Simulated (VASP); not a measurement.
MoS2: single point with PBEsol

The system is MoS2.

```
Mo S
1.0
     3.14139    0.00000    0.00000
    -1.57069    2.72052    0.00000
     0.00000    0.00000   12.58509
Mo S
2 4
Direct
  0.66667 0.33333 0.25000
  0.33333 0.66667 0.75000
  0.66667 0.33333 0.62612
  0.33333 0.66667 0.37388
  0.66667 0.33333 0.87388
  0.33333 0.66667 0.12612
```

```yaml
Program: VASP 6.6.1
Task: single point
Functional: PBEsol
Potentials_or_basis: VASP PAW PBE potentials, release 64 (Mo_sv, S)
Cutoff: 520 eV
k_mesh: 12 × 12 × 2
Occupations: gaussian, width 0.02 eV
Spin: no spin polarisation
```

* Pressure: 0.0 GPa
* Band gap on the k mesh: 1.00 eV (least direct gap 1.75 eV)

Levels at points of the mesh, in eV from the valence-band top:
```tsv
k point	band 24	band 25	band 26	band 27	band 28	band 29
(0.00, 0.00, 0.00)	-1.31	-1.12	0.00	2.29	2.29	2.31
(0.50, 0.00, 0.00)	-1.40	-1.31	-1.23	1.81	1.84	2.20
(0.00, 0.00, 0.50)	-2.04	-0.29	-0.29	2.30	2.30	2.30
(0.50, 0.00, 0.50)	-1.48	-1.26	-1.26	1.82	1.82	2.33
```

It took 79 s on 1 thread of AMD EPYC 9R45 96-Core Processor (Zen 5), on a shared host, peak memory 0.25 GiB.

Caveat: the PAW data sets were made with another functional, which shifts forces and pressure a little; this functional lacks dispersion, which binds layers or chains, so the pressure and a relaxed spacing across them are unreliable. A k mesh can miss the band edges.
